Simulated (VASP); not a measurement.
BP: single point with PBE

The system is BP.

```
B P
1.0
     0.00000    2.20593    2.24004
     2.20593    0.00000    2.24004
     2.20593    2.20593    0.00000
B P
1 1
Direct
  0.00000 0.00000 0.00000
  0.75000 0.75000 0.75000
```

This cell differs from its parent crystal: strain -0.030 along x and y, -0.015 along z.

```
Program                : VASP 6.6.1
Task                   : single point
Functional             : PBE
Potentials or basis    : VASP PAW PBE potentials, release 64 (B, P)
Cutoff                 : 520 eV
k mesh                 : 10 × 10 × 10
Occupations            : gaussian, width 0.05 eV
Spin                   : no spin polarisation
Dipole correction      : no
Further INCAR settings : ALGO = Normal; EDIFF = 1e-06; NBANDS = 11
```

- Pressure: 13.9 GPa
- Band gap on the k mesh: 1.02 eV, indirect (least direct gap 3.43 eV)

Stress tensor (GPa, compression positive):
```
15.40  0.00  0.00
 0.00 15.40  0.00
 0.00  0.00 10.96
```

Levels at points of the mesh, in eV from the valence-band top:
```tsv
k point	band 2	band 3	band 4	band 5	band 6	band 7
(0.00, 0.00, 0.00)	-0.16	0.00	0.00	3.43	3.43	3.52
(0.50, 0.00, 0.00)	-9.59	-2.00	-1.79	4.08	4.69	4.79
(0.50, 0.50, 0.00)	-9.10	-4.31	-4.31	1.25	1.70	12.74
(0.50, 0.00, 0.50)	-8.95	-4.49	-4.46	1.08	1.47	12.53
```

Wall time 9.9 s on 1 thread of AMD EPYC 9R45 96-Core Processor (Zen 5) (shared host), peak memory 0.12 GiB.

Caveat: the cell differs from its parent crystal (strain -0.030 along x and y, -0.015 along z). A k mesh can miss the band edges.
